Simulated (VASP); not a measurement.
# Si (Fd-3m) in VASP: further runs

Si is run at these levels: PBE; tasks: single point, relaxation of cell and atoms.

Program: VASP 6.6.1. These are calculated values, not measurements. Logs are shortened: lines on timing, memory, paths and dates and some standing lists are left out, and cuts for length are marked.

### Step 1. The cell of the first run

Symmetry: Fd-3m, No. 227, cubic system. Conventional cell: a = 5.431 Å, b = 5.431 Å, c = 5.431 Å, α = 90.00°, β = 90.00°, γ = 90.00°. Si (site symmetry -43m) has 4 Si at 2.35 Å within 3.1 Å.

### Step 2. Single point, PBE

INCAR reads:

```
ALGO = Normal ; EDIFF = 1E-6
ENCUT = 500 ; GGA = PE
GGA_COMPAT = F ; ISIF = 2
ISMEAR = 0 ; LASPH = T
LCHARG = F ; LREAL = F
LWAVE = F ; NBANDS = 11
NELM = 120 ; PREC = Accurate
SIGMA = 0.1
```

KPOINTS reads:

```
k-points
0
Gamma
  6 6 6
```

POSCAR reads:

```
Si
1.0
    0.0000000000      2.7155000000      2.7155000000
    2.7155000000      0.0000000000      2.7155000000
    2.7155000000      2.7155000000      0.0000000000
Si
2
Direct
    0.0000000000      0.0000000000      0.0000000000
    0.2500000000      0.2500000000      0.2500000000
```

Potentials or basis: VASP PAW PBE potentials, release 64 (Si).

The run is started by

```
$ cat potpaw_PBE.64/Si/POTCAR > POTCAR
$ mpirun -np 1 vasp_std > vasp.out
```

OUTCAR:

```text
EDIFF = 1E-6
   ENCUT = 500
   GGA = PE
   ISIF = 2
   ISMEAR = 0
   LASPH = T
   LREAL = F
   NELM = 120
   PREC = Accurate

 ion  position               nearest neighbor table
   1  0.000  0.000  0.000-   2 2.35   2 2.35   2 2.35   2 2.35
   2  0.250  0.250  0.250-   1 2.35   1 2.35   1 2.35   1 2.35

  LATTYP: Found a face centered cubic cell.
 ALAT       =     5.4310000000

  Lattice vectors:

 A1 = (   0.0000000000,   2.7155000000,   2.7155000000)
 A2 = (   2.7155000000,   0.0000000000,   2.7155000000)
 A3 = (   2.7155000000,   2.7155000000,   0.0000000000)

Analysis of symmetry for initial positions (statically):
=====================================================================
 Subroutine PRICEL returns:
 Original cell was already a primitive cell.

 Routine SETGRP: Setting up the symmetry group for a
 face centered cubic supercell.

 Subroutine GETGRP returns: Found 48 space group operations
 (whereof 24 operations were pure point group operations)
 out of a pool of 48 trial point group operations.

The static configuration has the point symmetry T_d .
 The point group associated with its full space group is O_h .

Analysis of symmetry for dynamics (positions and initial velocities):
=====================================================================
 Subroutine PRICEL returns:
 Original cell was already a primitive cell.

 Routine SETGRP: Setting up the symmetry group for a
 face centered cubic supercell.

 Subroutine GETGRP returns: Found 48 space group operations
 (whereof 24 operations were pure point group operations)
 out of a pool of 48 trial point group operations.

The dynamic configuration has the point symmetry T_d .
 The point group associated with its full space group is O_h .

 Subroutine INISYM returns: Found 48 space group operations
 (whereof 24 operations are pure point group operations),
 and found     1 'primitive' translations

----------------------------------------------------------------------------------------

                                     Primitive cell

  volume of cell :      40.0479

  direct lattice vectors                    reciprocal lattice vectors
     0.000000000  2.715500000  2.715500000    -0.184128153  0.184128153  0.184128153
     2.715500000  0.000000000  2.715500000     0.184128153 -0.184128153  0.184128153
     2.715500000  2.715500000  0.000000000     0.184128153  0.184128153 -0.184128153

  length of vectors
     3.840296929  3.840296929  3.840296929     0.318919316  0.318919316  0.318919316

  position of ions in fractional coordinates (direct lattice)
     0.000000000  0.000000000  0.000000000
     0.250000000  0.250000000  0.250000000

  ion indices of the primitive-cell ions
   primitive index   ion index
                 1           1
                 2           2

----------------------------------------------------------------------------------------

 KPOINTS: k-points

Automatic generation of k-mesh.
 Grid dimensions read from file:
 generate k-points for:    6    6    6

 Generating k-lattice:

  Cartesian coordinates                     Fractional coordinates (reciprocal lattice)
    -0.030688026  0.030688026  0.030688026     0.166666667  0.000000000  0.000000000
     0.030688026 -0.030688026  0.030688026     0.000000000  0.166666667  0.000000000
     0.030688026  0.030688026 -0.030688026     0.000000000  0.000000000  0.166666667

  Length of vectors
     0.053153219  0.053153219  0.053153219

  Shift w.r.t. Gamma in fractional coordinates (k-lattice)
     0.000000000  0.000000000  0.000000000

 Subroutine IBZKPT returns following result:
 ===========================================

 Found     16 irreducible k-points:

 Following reciprocal coordinates:
            Coordinates               Weight
  0.000000  0.000000  0.000000      1.000000
  0.166667  0.000000  0.000000      8.000000
  0.333333  0.000000  0.000000      8.000000
  0.500000  0.000000  0.000000      4.000000
  0.166667  0.166667  0.000000      6.000000
  0.333333  0.166667  0.000000     24.000000
[... 8 lines left out ...]
 -0.333333  0.333333  0.166667     24.000000
 -0.333333  0.500000  0.166667     12.000000
   k-points           NKPTS =     16   k-points in BZ     NKDIM =     16   number of bands    NBANDS=     11
   number of dos      NEDOS =    301   number of ions     NIONS =      2
   total plane-waves  NPLWV =  21952
   dimension x,y,z NGX =    28 NGY =   28 NGZ =   28
   dimension x,y,z NGXF=    56 NGYF=   56 NGZF=   56
   ions per type =               2
   NGX,Y,Z   is equivalent  to a cutoff of  12.12, 12.12, 12.12 a.u.
   NGXF,Y,Z  is equivalent  to a cutoff of  24.24, 24.24, 24.24 a.u.
 SYSTEM =  unknown system
   PREC   = accura    normal or accurate (medium, high low for compatibility)
   ISTART =      0    job   : 0-new  1-cont  2-samecut
   ICHARG =      2    charge: 1-file 2-atom 10-const
   ISPIN  =      1    spin polarized calculation?
   LNONCOLLINEAR =      F non collinear calculations
   LSORBIT =      F    spin-orbit coupling
   LASPH  =      T    aspherical Exc in radial PAW
   ENCUT  =  500.0 eV  36.75 Ry    6.06 a.u.   7.00  7.00  7.00*2*pi/ulx,y,z
   NELM   =    120;   NELMIN=  2; NELMDL= -5     # of ELM steps
   EDIFF  = 0.1E-05   stopping-criterion for ELM
   LREAL  =      F    real-space projection
   EDIFFG = 0.1E-04   stopping-criterion for IOM
   NSW    =      0    number of steps for IOM
   IBRION =     -1    ionic relax: 0-MD 1-quasi-New 2-CG
   NFREE  =      0    steps in history (QN), initial steepest desc. (CG)
   ISIF   =      2    stress and relaxation
   ISYM   =      2    0-nonsym 1-usesym 2-fastsym
   POTIM  = 0.5000    time-step for ionic-motion
   TEBEG  =    0.0;   TEEND  =   0.0 temperature during run
   PSTRESS=    0.0 pullay stress
   NELECT =       8.0000    total number of electrons
   NUPDOWN=      -1.0000    fix difference up-down
   EMIN   =  10.00;   EMAX   =-10.00  energy-range for DOS
   EFERMI =   0.00;   METHOD = LEGACY
   ISMEAR =     0;   SIGMA  =   0.10  broadening in eV -4-tet -1-fermi 0-gaus
   EFERMI_NEDOS =   21; number of points for ismear=-14 and -15
   IALGO  =     38    algorithm
   IMIX   =      4    mixing-type and parameters
     AMIX     =   0.40;   BMIX     =  1.00
     AMIX_MAG =   1.60;   BMIX_MAG =  1.00
  volume/ion in A,a.u.               =      20.02       135.13
  Fermi-wavevector in a.u.,A,eV,Ry     =   0.956999  1.808467 12.460868  0.915848
  Thomas-Fermi vector in A             =   2.085978
   LORBIT       =      0    0 simple, 1 ext, 2 COOP (PROOUT), +10 PAW based schemes
   GGA     = PE    functional components
   LHFCALC =     F    Hartree Fock is set to
   AEXX    =    0.0000 exact exchange contribution
   IVDW    =     0    specifies the selected vdW correction
   LEPSILON=     F    determine dielectric tensor
   LRPA    =     F    only Hartree local field effects (RPA)
 non-spin polarized calculation
 Gauss-broadening in eV      SIGMA  =   0.10
  energy-cutoff  :      500.00
  volume of cell :       40.05
 maximum number of plane-waves:      1034
   NGX = 13   NGY = 13   NGZ = 13

 number of electron       8.0000001 magnetization

 Free energy of the ion-electron system (eV)
  ---------------------------------------------------
  ext. energy  EPLUGINS =         0.00000000
  ---------------------------------------------------
  free energy    TOTEN  =       -10.82098339 eV

  energy without entropy =      -10.82098338  energy(sigma->0) =      -10.82098338

 E-fermi :   6.1797     XC(G=0):  -9.4039

 val. band max:        5.8321363206   @ k =   0.0000   0.0000   0.0000
 cond. band min:       6.5399055638   @ k =   0.5000   0.5000   0.0000
 fundamental gap:      0.7077692432
 Fermi energy:         6.1797163255

 k-point     1 :       0.0000    0.0000    0.0000
  band No.  band energies     occupation
      1      -6.1257      2.00000
      2       5.8321      2.00000
      3       5.8321      2.00000
      4       5.8321      2.00000
      5       8.3945      0.00000
      6       8.3945      0.00000
      7       8.3945      0.00000
      8       9.2046      0.00000
      9      13.5481      0.00000
     10      13.5481      0.00000
     11      13.7904      0.00000

 k-point     2 :       0.1667    0.0000    0.0000
  band No.  band energies     occupation
      1      -5.7645      2.00000
      2       3.4529      2.00000
      3       5.3822      2.00000
      4       5.3822      2.00000
      5       8.1842      0.00000
      6       9.0417      0.00000
      7       9.0417      0.00000
      8      11.2895      0.00000
      9      12.9134      0.00000
     10      12.9134      0.00000
     11      14.9198      0.00000

 k-point     3 :       0.3333    0.0000    0.0000
  band No.  band energies     occupation
      1      -4.7489      2.00000
      2       0.5005      2.00000
      3       4.8327      2.00000
      4       4.8327      2.00000
      5       7.5962      0.00000
      6       9.3367      0.00000
      7       9.3367      0.00000
      8      13.7009      0.00000
      9      13.8136      0.00000
     10      13.8136      0.00000
     11      14.9537      0.00000

 k-point     4 :       0.5000    0.0000    0.0000
  band No.  band energies     occupation
      1      -3.7943      2.00000
      2      -1.1346      2.00000
      3       4.6348      2.00000
      4       4.6348      2.00000
      5       7.3707      0.00000
      6       9.1691      0.00000
      7       9.1691      0.00000
      8      13.5585      0.00000
      9      16.3779      0.00000
     10      16.3779      0.00000
     11      17.1865      0.00000
[... 127 lines left out ...]
 k-point    14 :       0.5000    0.3333    0.1667
  band No.  band energies     occupation
      1      -3.8362      2.00000
      2       0.1914      2.00000
      3       2.2645      2.00000
      4       3.5388      2.00000
      5       8.6840      0.00000
      6       9.5438      0.00000
      7      10.0670      0.00000
      8      12.8968      0.00000
      9      14.8325      0.00000
     10      15.7413      0.00000
     11      18.8699      0.00000

 k-point    15 :      -0.3333    0.3333    0.1667
  band No.  band energies     occupation
      1      -2.8514      2.00000
      2      -1.0080      2.00000
      3       1.8246      2.00000
      4       3.0722      2.00000
      5       9.1848      0.00000
      6       9.3893      0.00000
      7      11.9303      0.00000
      8      12.3516      0.00000
      9      13.3871      0.00000
     10      16.9321      0.00000
     11      17.7920      0.00000

 k-point    16 :      -0.3333    0.5000    0.1667
  band No.  band energies     occupation
      1      -1.8614      2.00000
      2      -1.8614      2.00000
      3       2.1892      2.00000
      4       2.1892      2.00000
      5       8.5790      0.00000
      6       8.5790      0.00000
      7      12.5948      0.00000
      8      12.5948      0.00000
      9      16.4058      0.00000
     10      16.4058      0.00000
     11      18.7886      0.00000

------------------------ aborting loop because EDIFF is reached ----------------------------------------

  FORCE on cell =-STRESS in cart. coord.  units (eV):
  Direction    XX          YY          ZZ          XY          YZ          ZX
  --------------------------------------------------------------------------------------
  -------------------------------------------------------------------------------------
  Total        0.5005455      0.5005455      0.5005455     -0.0000000      0.0000000     -0.0000000
  in kB       20.0251009     20.0251009     20.0251009     -0.0000000      0.0000000     -0.0000000
  external PRESSURE =      20.0251009 kB  Pullay stress =       0.0000000 kB

 VOLUME and BASIS-vectors are now :
 -----------------------------------------------------------------------------
  energy-cutoff  :      500.00
  volume of cell :       40.05
      direct lattice vectors                 reciprocal lattice vectors
     0.000000000  2.715500000  2.715500000    -0.184128153  0.184128153  0.184128153
     2.715500000  0.000000000  2.715500000     0.184128153 -0.184128153  0.184128153
     2.715500000  2.715500000  0.000000000     0.184128153  0.184128153 -0.184128153

 POSITION                                       TOTAL-FORCE (eV/Angst)
 -----------------------------------------------------------------------------------
      0.00000      0.00000      0.00000         0.000000      0.000000      0.000000
      1.35775      1.35775      1.35775        -0.000000     -0.000000     -0.000000
 -----------------------------------------------------------------------------------
    total drift:                                0.000000      0.000000     -0.000000

  FREE ENERGIE OF THE ION-ELECTRON SYSTEM (eV)
  ---------------------------------------------------
  free  energy   TOTEN  =       -10.8209833855 eV

  energy  without entropy=      -10.8209833764  energy(sigma->0) =      -10.82098338
```

Wall time 13 s (1 thread of Intel Xeon 8259CL, shared host); peak memory 0.14 GiB.

Results:

| Item | Value |
| --- | --- |
| Free energy | -10.8210 eV |
| Pressure | 2.0 GPa |
| Band gap on the k mesh | 0.71 eV, indirect (least direct gap 2.56 eV) |

Levels at points of the mesh, in eV from the valence-band top:
```
           k point  band 1  band 2  band 3  band 4  band 5  band 6  band 7  band 8
(0.00, 0.00, 0.00)  -11.96    0.00    0.00    0.00    2.56    2.56    2.56    3.37
(0.50, 0.00, 0.00)   -9.63   -6.97   -1.20   -1.20    1.54    3.34    3.34    7.73
(0.50, 0.50, 0.00)   -7.81   -7.81   -2.85   -2.85    0.71    0.71   10.11   10.11
```

A k mesh can miss the band edges.

(Continued in part 2 of 2.)
